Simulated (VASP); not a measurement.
## C: single point with PBEsol

The system is C.

```
C
1.0
     2.50517    0.00000    0.00000
    -1.25259    2.16954    0.00000
     0.00000    0.00000    8.18182
C
8
Direct
  0.66667 0.33333 0.84375
  0.33333 0.66667 0.34375
  0.66667 0.33333 0.65625
  0.33333 0.66667 0.15625
  0.00000 0.00000 0.90625
  0.00000 0.00000 0.40625
  0.00000 0.00000 0.59375
  0.00000 0.00000 0.09375
```

This cell differs from its parent crystal: volume scaled by 0.98.

```json
{
  "Program": "VASP 6.6.1",
  "Task": "single point",
  "Functional": "PBEsol",
  "Potentials or basis": "VASP PAW PBE potentials, release 64 (C)",
  "Cutoff": "520 eV",
  "k mesh": "12 × 12 × 4",
  "Occupations": "fermi-dirac, width 0.05 eV",
  "Spin": "no spin polarisation"
}
```

| Quantity | Value |
| --- | --- |
| Pressure | 5.9 GPa |
| Largest force | 0.343 eV/Å |
| Band gap on the k mesh | 4.32 eV, indirect (least direct gap 5.17 eV) |

Forces in eV/Å, atoms in the order of the input:
```
C    0.000  0.000  0.338
C    0.000  0.000  0.338
C    0.000  0.000 -0.338
C    0.000  0.000 -0.338
C    0.000  0.000  0.343
C    0.000  0.000  0.343
C    0.000  0.000 -0.343
C    0.000  0.000 -0.343
```

Stress tensor (GPa, compression positive):
```
 1.57  0.00  0.00
 0.00  1.57  0.00
 0.00  0.00 14.71
```

Levels at points of the mesh, in eV from the valence-band top:
```csv
k point,band 14,band 15,band 16,band 17,band 18,band 19
"(0.00, 0.00, 0.00)",-0.23,0.00,0.00,5.17,5.17,5.71
"(0.50, 0.00, 0.00)",-4.64,-3.80,-3.00,4.35,5.54,5.78
"(0.00, 0.00, 0.50)",-0.70,-0.70,-0.70,5.98,5.98,5.98
"(0.50, 0.00, 0.50)",-4.85,-3.75,-3.75,4.72,4.72,7.02
```

Wall time 35 s on 1 thread of Intel(R) Xeon(R) 6975P-C (Granite Rapids) (shared host), peak memory 0.18 GiB.

Caveat: the PAW data sets were made with another functional, which shifts forces and pressure a little. A k mesh can miss the band edges.
